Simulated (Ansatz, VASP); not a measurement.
## Two plane-wave programs on BaZrO3

Contents of INCAR:

```
PREC = Accurate
ENCUT = 520
EDIFF = 1E-7
ISMEAR = 0
SIGMA = 0.01
LREAL = False
LASPH = True
NELM = 100
ALGO = Normal
ISIF = 2
LWAVE = False
LCHARG = False
GGA = PE
NBANDS = 28
```

The input KPOINTS:

```
Automatic mesh
0
Gamma
  6 6 6
```

The input POSCAR:

```
BaZrO3
1.0
    4.1409632885      0.0000000000      0.0000000000
    0.0000000000      4.1409632885      0.0000000000
    0.0000000000      0.0000000000      4.1409632885
Ba Zr O
1 1 3
Direct
    0.0000000000      0.0000000000      0.0000000000
    0.5000000000      0.5000000000      0.5000000000
    0.5000000000      0.5000000000      0.0000000000
    0.5000000000      0.0000000000      0.5000000000
    0.0000000000      0.5000000000      0.5000000000
```

Input for Ansatz:

```yaml
crystal:
  lattice:
    - [4.1409632885, 0.0, 0.0]
    - [0.0, 4.1409632885, 0.0]
    - [0.0, 0.0, 4.1409632885]
  atoms:
    - { symbol: Ba, position: [0.0, 0.0, 0.0] }
    - { symbol: Zr, position: [0.5, 0.5, 0.5] }
    - { symbol: O, position: [0.5, 0.5, 0.0] }
    - { symbol: O, position: [0.5, 0.0, 0.5] }
    - { symbol: O, position: [0.0, 0.5, 0.5] }
kpoints:
  mp_grid: { grid: [6, 6, 6] }
hamiltonian:
  xc: pbe
scf:
  occupations: { method: fixed }
  n_extra_bands: 5
output:
  forces: true
  stress: true
  eigenvalues: true
```

Alike in both runs: task single point; functional PBE; k mesh 6 × 6 × 6; no spin polarisation.

|  | VASP | Ansatz |
| --- | --- | --- |
| version | VASP 6.6.1 | Ansatz 0.2.0 |
| potentials or method | VASP PAW PBE potentials, release 64 (Ba_sv, Zr_sv, O) | plane waves, PAW |
| plane-wave cutoff (eV) | 520 | 420 |
| occupations | gaussian, width 0.01 eV | fixed |
| valence electrons in the cell | 40 | 40 |

VASP gave:

```
gap on the k mesh at the Fermi level (eV) : 3.27
pressure (GPa)                            : 11.8
```

Question: What did Ansatz give for the same quantities?

Answer: gap on the k mesh at the Fermi level (eV): 3.32; pressure (GPa): 10.6.

Spin-orbit coupling is off throughout.
